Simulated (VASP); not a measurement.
TaN, 2 atoms in the cell. Symmetry: P-6m2, No. 187, hexagonal system. The conventional cell has a = 2.959 Å, b = 2.959 Å, c = 2.909 Å, α = 90.00°, β = 90.00°, γ = 120.00°. Ta (site symmetry -6m2) has 6 N at 2.24 Å and 8 Ta at 2.91 to 2.96 Å within 3.0 Å. N (site symmetry -6m2) has 6 Ta at 2.24 Å and 8 N at 2.91 to 2.96 Å within 3.0 Å. 

| Quantity | Value |
| --- | --- |
| Program | VASP 6.6.1 |
| Task | electric field gradients |
| Functional | r2SCAN |
| Potentials or basis | VASP PAW PBE potentials, release 64 (Ta_sv_GW, N) |
| Cutoff | 580 eV |
| k mesh | 13 × 13 × 11 |
| Occupations | fermi-dirac, width 0.05 eV |
| Spin | no spin polarisation |
| Dipole correction | no |
| Further INCAR settings | ALGO = Normal; EDIFF = 1e-08; NBANDS = 16 |

Potentials or basis: VASP PAW PBE potentials, release 64 (Ta_sv_GW, N).

Command:

```console
$ cat potpaw_PBE.64/Ta_sv_GW/POTCAR potpaw_PBE.64/N/POTCAR > POTCAR
$ cp INCAR.step1 INCAR
$ mpirun -np 1 vasp_std > vasp.out
$ cp INCAR.step2 INCAR
$ mpirun -np 1 vasp_std > vasp.out
```

Hardware: 1 thread of AMD EPYC 9R45 96-Core Processor (Zen 5), on a shared host.

**Question.** How long does it take, and how much memory?

**Answer.** Run time: 2.6 min on 1 thread of AMD EPYC 9R45 96-Core Processor (Zen 5), with other jobs on the host, peak memory 0.16 GiB. Counts: k points 126.
